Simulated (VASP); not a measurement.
# Ba (Im-3m) in VASP: further runs

Ba is run at these levels: PBE, r2SCAN; tasks: single point.

All numbers are computed with VASP 6.6.1; they aren't measurements. Logs are shortened: lines on timing, memory, paths and dates and some standing lists are left out, and cuts for length are marked.

**1. The cell of the first run**

It takes space group Im-3m (No. 229, cubic). Conventional cell: a = 5.020 Å, b = 5.020 Å, c = 5.020 Å, α = 90.00°, β = 90.00°, γ = 90.00°. Within 5.7 Å of Ba (site symmetry m-3m) lie 14 Ba at 4.35 to 5.02 Å.

**2. Single point, PBE**

File INCAR:

```
SYSTEM = Ba
ALGO     = Normal         ! electronic algorithm
EDIFF    = 1E-6           ! SCF threshold, eV
ENCUT    = 520            ! plane-wave cutoff, eV
GGA      = PE             ! functional
ISIF     = 2              ! what is computed and relaxed
ISMEAR   = 0              ! smearing method
LASPH    = .TRUE.         ! aspherical terms in the spheres
LCHARG   = .FALSE.        ! write CHGCAR
LREAL    = .FALSE.        ! projectors in reciprocal space
LWAVE    = .FALSE.        ! write WAVECAR
NBANDS   = 11             ! bands
NELM     = 80             ! most SCF steps
PREC     = Accurate       ! precision mode
SIGMA    = 0.05           ! smearing width, eV
```

File KPOINTS:

```
k-points
0
G
  6 6 6
  0 0 0
```

File POSCAR:

```
Ba
1.0
   -2.5100000000      2.5100000000      2.5100000000
    2.5100000000     -2.5100000000      2.5100000000
    2.5100000000      2.5100000000     -2.5100000000
Ba
1
Direct
    0.0000000000      0.0000000000      0.0000000000
```

Potentials or basis: VASP PAW PBE potentials, release 64 (Ba_sv).

Command:

```bash
$ cat potpaw_PBE.64/Ba_sv/POTCAR > POTCAR
$ mpirun -np 1 vasp_std > vasp.out
```

OUTCAR:

```text
SYSTEM = Ba
   EDIFF = 1E-6
   ENCUT = 520
   GGA = PE
   ISIF = 2
   ISMEAR = 0
   LASPH = .TRUE.
   LREAL = .FALSE.
   NELM = 80
   PREC = Accurate

 ion  position               nearest neighbor table
   1  0.000  0.000  0.000-

  LATTYP: Found a body centered cubic cell.
 ALAT       =     5.0200000000

  Lattice vectors:

 A1 = (  -2.5100000000,   2.5100000000,   2.5100000000)
 A2 = (   2.5100000000,  -2.5100000000,   2.5100000000)
 A3 = (   2.5100000000,   2.5100000000,  -2.5100000000)

Analysis of symmetry for initial positions (statically):
=====================================================================
 Subroutine PRICEL returns:
 Original cell was already a primitive cell.

 Routine SETGRP: Setting up the symmetry group for a
 body centered cubic supercell.

 Subroutine GETGRP returns: Found 48 space group operations
 (whereof 48 operations were pure point group operations)
 out of a pool of 48 trial point group operations.

The static configuration has the point symmetry O_h .

Analysis of symmetry for dynamics (positions and initial velocities):
=====================================================================
 Subroutine PRICEL returns:
 Original cell was already a primitive cell.

 Routine SETGRP: Setting up the symmetry group for a
 body centered cubic supercell.

 Subroutine GETGRP returns: Found 48 space group operations
 (whereof 48 operations were pure point group operations)
 out of a pool of 48 trial point group operations.

The dynamic configuration has the point symmetry O_h .

 Subroutine INISYM returns: Found 48 space group operations
 (whereof 48 operations are pure point group operations),
 and found     1 'primitive' translations

----------------------------------------------------------------------------------------

                                     Primitive cell

  volume of cell :      63.2530

  direct lattice vectors                    reciprocal lattice vectors
    -2.510000000  2.510000000  2.510000000     0.000000000  0.199203187  0.199203187
     2.510000000 -2.510000000  2.510000000     0.199203187  0.000000000  0.199203187
     2.510000000  2.510000000 -2.510000000     0.199203187  0.199203187  0.000000000

  length of vectors
     4.347447527  4.347447527  4.347447527     0.281715849  0.281715849  0.281715849

  position of ions in fractional coordinates (direct lattice)
     0.000000000  0.000000000  0.000000000

  ion indices of the primitive-cell ions
   primitive index   ion index
                 1           1

----------------------------------------------------------------------------------------

 KPOINTS: k-points

Automatic generation of k-mesh.
 Grid dimensions read from file:
 generate k-points for:    6    6    6

 Generating k-lattice:

  Cartesian coordinates                     Fractional coordinates (reciprocal lattice)
     0.000000000  0.033200531  0.033200531     0.166666667  0.000000000  0.000000000
     0.033200531  0.000000000  0.033200531     0.000000000  0.166666667  0.000000000
     0.033200531  0.033200531  0.000000000     0.000000000  0.000000000  0.166666667

  Length of vectors
     0.046952642  0.046952642  0.046952642

  Shift w.r.t. Gamma in fractional coordinates (k-lattice)
     0.000000000  0.000000000  0.000000000

 Subroutine IBZKPT returns following result:
 ===========================================

 Found     16 irreducible k-points:

 Following reciprocal coordinates:
            Coordinates               Weight
  0.000000  0.000000  0.000000      1.000000
  0.166667  0.000000  0.000000     12.000000
  0.333333  0.000000  0.000000     12.000000
  0.500000  0.000000  0.000000      6.000000
  0.166667  0.166667  0.000000     24.000000
  0.333333  0.166667 -0.000000     48.000000
[... 8 lines left out ...]
  0.500000  0.500000  0.333333     12.000000
  0.500000  0.500000  0.500000      1.000000
   k-points           NKPTS =     16   k-points in BZ     NKDIM =     16   number of bands    NBANDS=     11
   number of dos      NEDOS =    301   number of ions     NIONS =      1
   total plane-waves  NPLWV =  32768
   dimension x,y,z NGX =    32 NGY =   32 NGZ =   32
   dimension x,y,z NGXF=    64 NGYF=   64 NGZF=   64
   ions per type =               1
   NGX,Y,Z   is equivalent  to a cutoff of  12.24, 12.24, 12.24 a.u.
   NGXF,Y,Z  is equivalent  to a cutoff of  24.47, 24.47, 24.47 a.u.
 SYSTEM =  Ba
   PREC   = accura    normal or accurate (medium, high low for compatibility)
   ISTART =      0    job   : 0-new  1-cont  2-samecut
   ICHARG =      2    charge: 1-file 2-atom 10-const
   ISPIN  =      1    spin polarized calculation?
   LNONCOLLINEAR =      F non collinear calculations
   LSORBIT =      F    spin-orbit coupling
   LASPH  =      T    aspherical Exc in radial PAW
   ENCUT  =  520.0 eV  38.22 Ry    6.18 a.u.   8.08  8.08  8.08*2*pi/ulx,y,z
   NELM   =     80;   NELMIN=  2; NELMDL= -5     # of ELM steps
   EDIFF  = 0.1E-05   stopping-criterion for ELM
   LREAL  =      F    real-space projection
   EDIFFG = 0.1E-04   stopping-criterion for IOM
   NSW    =      0    number of steps for IOM
   IBRION =     -1    ionic relax: 0-MD 1-quasi-New 2-CG
   NFREE  =      0    steps in history (QN), initial steepest desc. (CG)
   ISIF   =      2    stress and relaxation
   ISYM   =      2    0-nonsym 1-usesym 2-fastsym
   POTIM  = 0.5000    time-step for ionic-motion
   TEBEG  =    0.0;   TEEND  =   0.0 temperature during run
   PSTRESS=    0.0 pullay stress
   NELECT =      10.0000    total number of electrons
   NUPDOWN=      -1.0000    fix difference up-down
   EMIN   =  10.00;   EMAX   =-10.00  energy-range for DOS
   EFERMI =   0.00;   METHOD = LEGACY
   ISMEAR =     0;   SIGMA  =   0.05  broadening in eV -4-tet -1-fermi 0-gaus
   EFERMI_NEDOS =   21; number of points for ismear=-14 and -15
   IALGO  =     38    algorithm
   IMIX   =      4    mixing-type and parameters
     AMIX     =   0.40;   BMIX     =  1.00
     AMIX_MAG =   1.60;   BMIX_MAG =  1.00
  volume/ion in A,a.u.               =      63.25       426.85
  Fermi-wavevector in a.u.,A,eV,Ry     =   0.885213  1.672810 10.661553  0.783602
  Thomas-Fermi vector in A             =   2.006216
   LORBIT       =      0    0 simple, 1 ext, 2 COOP (PROOUT), +10 PAW based schemes
   GGA     = PE    functional components
   LHFCALC =     F    Hartree Fock is set to
   AEXX    =    0.0000 exact exchange contribution
   IVDW    =     0    specifies the selected vdW correction
   LEPSILON=     F    determine dielectric tensor
   LRPA    =     F    only Hartree local field effects (RPA)
 non-spin polarized calculation
 Gauss-broadening in eV      SIGMA  =   0.05
  energy-cutoff  :      520.00
  volume of cell :       63.25
 maximum number of plane-waves:      1722
   NGX = 17   NGY = 17   NGZ = 17

 number of electron      10.0000000 magnetization

 Free energy of the ion-electron system (eV)
  ---------------------------------------------------
  ext. energy  EPLUGINS =         0.00000000
  ---------------------------------------------------
  free energy    TOTEN  =        -1.90063422 eV

  energy without entropy =       -1.89823394  energy(sigma->0) =       -1.89943408

 E-fermi :   1.6713     XC(G=0):  -7.3974

 val. band max:        1.5557590763   @ k =  -0.3333   0.5000   0.1667
 cond. band min:       1.6741463779   @ k =  -0.3333   0.3333   0.3333
 fundamental gap:      0.1183873016
 Fermi energy:         1.6712936695

 k-point     1 :       0.0000    0.0000    0.0000
  band No.  band energies     occupation
      1     -27.2656      2.00000
      2     -12.2169      2.00000
      3     -12.2169      2.00000
      4     -12.2169      2.00000
      5      -1.1160      2.00000
      6       3.4585      0.00000
      7       3.4585      0.00000
      8       3.4585      0.00000
      9       4.8498      0.00000
     10       4.8498      0.00000
     11       8.5559      0.00000

 k-point     2 :       0.1667    0.0000    0.0000
  band No.  band energies     occupation
      1     -27.2550      2.00000
      2     -12.3368      2.00000
      3     -12.2542      2.00000
      4     -12.2177      2.00000
      5      -0.6234      2.00000
      6       3.0945      0.00000
      7       3.1529      0.00000
      8       3.9789      0.00000
      9       4.5182      0.00000
     10       4.8442      0.00000
     11       8.9977      0.00000

 k-point     3 :       0.3333    0.0000    0.0000
  band No.  band energies     occupation
      1     -27.2338      2.00000
      2     -12.5630      2.00000
      3     -12.3270      2.00000
      4     -12.2192      2.00000
      5       0.3921      2.00000
      6       2.5464      0.00000
      7       2.5940      0.00000
      8       4.7869      0.00000
      9       5.0643      0.00000
     10       5.4207      0.00000
     11       8.1865      0.00000

 k-point     4 :       0.5000    0.0000    0.0000
  band No.  band energies     occupation
      1     -27.2231      2.00000
      2     -12.6702      2.00000
      3     -12.3627      2.00000
      4     -12.2200      2.00000
      5       0.7438      2.00000
      6       2.3247      0.00000
      7       2.8686      0.00000
      8       4.8195      0.00000
      9       5.3962      0.00000
     10       6.8295      0.00000
     11       7.2636      0.00000

 k-point     5 :       0.1667    0.1667    0.0000
  band No.  band energies     occupation
      1     -27.2391      2.00000
      2     -12.4903      2.00000
      3     -12.3027      2.00000
      4     -12.2445      2.00000
      5       0.1962      2.00000
      6       2.5528      0.00000
      7       2.7269      0.00000
      8       4.3770      0.00000
      9       5.0196      0.00000
     10       5.2274      0.00000
     11       8.8615      0.00000
[... 99 lines left out ...]
 k-point    13 :      -0.3333    0.5000    0.1667
  band No.  band energies     occupation
      1     -27.2113      2.00000
      2     -12.5799      2.00000
      3     -12.4776      2.00000
      4     -12.3314      2.00000
      5       1.5558      1.99892
      6       1.8083      0.00011
      7       2.7456      0.00000
      8       4.3849      0.00000
      9       5.0665      0.00000
     10       6.8282      0.00000
     11       7.5912      0.00000

 k-point    14 :      -0.3333    0.3333    0.3333
  band No.  band energies     occupation
      1     -27.2081      2.00000
      2     -12.5167      2.00000
      3     -12.4506      2.00000
      4     -12.4506      2.00000
      5       1.3273      2.00000
      6       1.6741      0.93569
      7       4.0181      0.00000
      8       4.0181      0.00000
      9       4.8032      0.00000
     10       5.3111      0.00000
     11       9.4658      0.00000

 k-point    15 :       0.5000    0.5000    0.3333
  band No.  band energies     occupation
      1     -27.1994      2.00000
      2     -12.5669      2.00000
      3     -12.4904      2.00000
      4     -12.4569      2.00000
      5       1.3390      2.00000
      6       1.4230      2.00000
      7       4.0449      0.00000
      8       4.2355      0.00000
      9       6.0304      0.00000
     10       6.4526      0.00000
     11       7.3847      0.00000

 k-point    16 :       0.5000    0.5000    0.5000
  band No.  band energies     occupation
      1     -27.1915      2.00000
      2     -12.5316      2.00000
      3     -12.5316      2.00000
      4     -12.5316      2.00000
      5       1.0910      2.00000
      6       1.0910      2.00000
      7       5.9732      0.00000
      8       5.9732      0.00000
      9       5.9732      0.00000
     10       6.3408      0.00000
     11       6.3408      0.00000

------------------------ aborting loop because EDIFF is reached ----------------------------------------

  FORCE on cell =-STRESS in cart. coord.  units (eV):
  Direction    XX          YY          ZZ          XY          YZ          ZX
  --------------------------------------------------------------------------------------
  -------------------------------------------------------------------------------------
  Total        0.0692179      0.0692179      0.0692179      0.0000000      0.0000000      0.0000000
  in kB        1.7532659      1.7532659      1.7532659      0.0000000      0.0000000      0.0000000
  external PRESSURE =       1.7532659 kB  Pullay stress =       0.0000000 kB

 VOLUME and BASIS-vectors are now :
 -----------------------------------------------------------------------------
  energy-cutoff  :      520.00
  volume of cell :       63.25
      direct lattice vectors                 reciprocal lattice vectors
    -2.510000000  2.510000000  2.510000000     0.000000000  0.199203187  0.199203187
     2.510000000 -2.510000000  2.510000000     0.199203187  0.000000000  0.199203187
     2.510000000  2.510000000 -2.510000000     0.199203187  0.199203187  0.000000000

 POSITION                                       TOTAL-FORCE (eV/Angst)
 -----------------------------------------------------------------------------------
      0.00000      0.00000      0.00000         0.000000      0.000000     -0.000000
 -----------------------------------------------------------------------------------
    total drift:                                0.000000      0.000000     -0.000000

  FREE ENERGIE OF THE ION-ELECTRON SYSTEM (eV)
  ---------------------------------------------------
  free  energy   TOTEN  =        -1.9006342184 eV

  energy  without entropy=       -1.8982339424  energy(sigma->0) =       -1.89943408
```

It took 4.7 s on 1 thread of Intel Xeon 6975P-C (Granite Rapids), shared host; peak memory 0.17 GiB.

Results:

```yaml
Free_energy: -1.9006 eV
Pressure: 0.2 GPa
Band_gap_on_the_k_mesh: zero (band 5 reaches 1.74 eV, above the bottom of band 6 at 1.09 eV)
```

Caveat: spin-orbit coupling is left out, which moves the levels of the heavy elements.

**3. Single point, r2SCAN**

This run uses another cell than the first one, of 63.51 Å³/atom, 1.004 times its volume.

File POSCAR:

```
Ba
1.0
   -2.5133422143      2.5133422143      2.5133422143
    2.5133422143     -2.5133422143      2.5133422143
    2.5133422143      2.5133422143     -2.5133422143
Ba
1
Direct
    0.0000000000      0.0000000000      0.0000000000
```

File INCAR.step1:

```
SYSTEM = Ba
PREC     = Accurate       ! precision mode
ENCUT    = 520            ! plane-wave cutoff, eV
ISMEAR   = 0              ! smearing method
SIGMA    = 0.05           ! smearing width, eV
LREAL    = .FALSE.        ! projectors in reciprocal space
LASPH    = .TRUE.         ! aspherical terms in the spheres
NELM     = 100            ! most SCF steps
NBANDS   = 11             ! bands
GGA      = PE             ! functional
ALGO     = Normal         ! electronic algorithm
EDIFF    = 1E-4           ! SCF threshold, eV
LWAVE    = .TRUE.         ! write WAVECAR
LCHARG   = .FALSE.        ! write CHGCAR
```

File INCAR.step2:

```
SYSTEM = Ba
PREC     = Accurate       ! precision mode
ENCUT    = 520            ! plane-wave cutoff, eV
EDIFF    = 1E-6           ! SCF threshold, eV
ISMEAR   = 0              ! smearing method
SIGMA    = 0.05           ! smearing width, eV
LREAL    = .FALSE.        ! projectors in reciprocal space
LASPH    = .TRUE.         ! aspherical terms in the spheres
NELM     = 100            ! most SCF steps
ALGO     = Normal         ! electronic algorithm
ISIF     = 2              ! what is computed and relaxed
LWAVE    = .FALSE.        ! write WAVECAR
LCHARG   = .FALSE.        ! write CHGCAR
METAGGA  = R2SCAN         ! meta-GGA
LMIXTAU  = .TRUE.       
NBANDS   = 11             ! bands
ISTART   = 1
```

File KPOINTS:

```
regular mesh
0
G
  12 12 12
  0 0 0
```

Potentials or basis: VASP PAW PBE potentials, release 64 (Ba_sv).

Command:

```bash
$ cat potpaw_PBE.64/Ba_sv/POTCAR > POTCAR
$ cp INCAR.step1 INCAR
$ mpirun -np 1 vasp_std > vasp.out
$ cp INCAR.step2 INCAR
$ mpirun -np 1 vasp_std > vasp.out
```

Run time: 86 s. Hardware: 1 thread of Intel Xeon 6975P-C (Granite Rapids), shared host; peak memory 0.21 GiB.

The run converged. Its results:

| Property | Result |
| --- | --- |
| Free energy | -26.4326 eV |
| Pressure | 0.3 GPa |
| Band gap on the k mesh | zero (band 5 reaches 2.26 eV, above the bottom of band 6 at 1.09 eV) |

Levels at points of the mesh, in eV from the Fermi level:
| k point | band 1 | band 2 | band 3 | band 4 | band 5 | band 6 | band 7 | band 8 | band 9 | band 10 |
| --- | --- | --- | --- | --- | --- | --- | --- | --- | --- | --- |
| (0.00, 0.00, 0.00) | -29.92 | -14.45 | -14.45 | -14.45 | -2.87 | 2.14 | 2.14 | 2.14 | 3.48 | 3.48 |
| (0.50, 0.00, 0.00) | -29.87 | -14.92 | -14.60 | -14.46 | -0.86 | 0.90 | 1.20 | 3.53 | 4.09 | 5.53 |
| (0.50, 0.50, 0.50) | -29.84 | -14.77 | -14.77 | -14.77 | -0.60 | -0.60 | 4.67 | 4.68 | 4.68 | 5.04 |

Caveat: the PAW data sets were made with another functional, which shifts forces and pressure a little; spin-orbit coupling is left out, which moves the levels of the heavy elements.
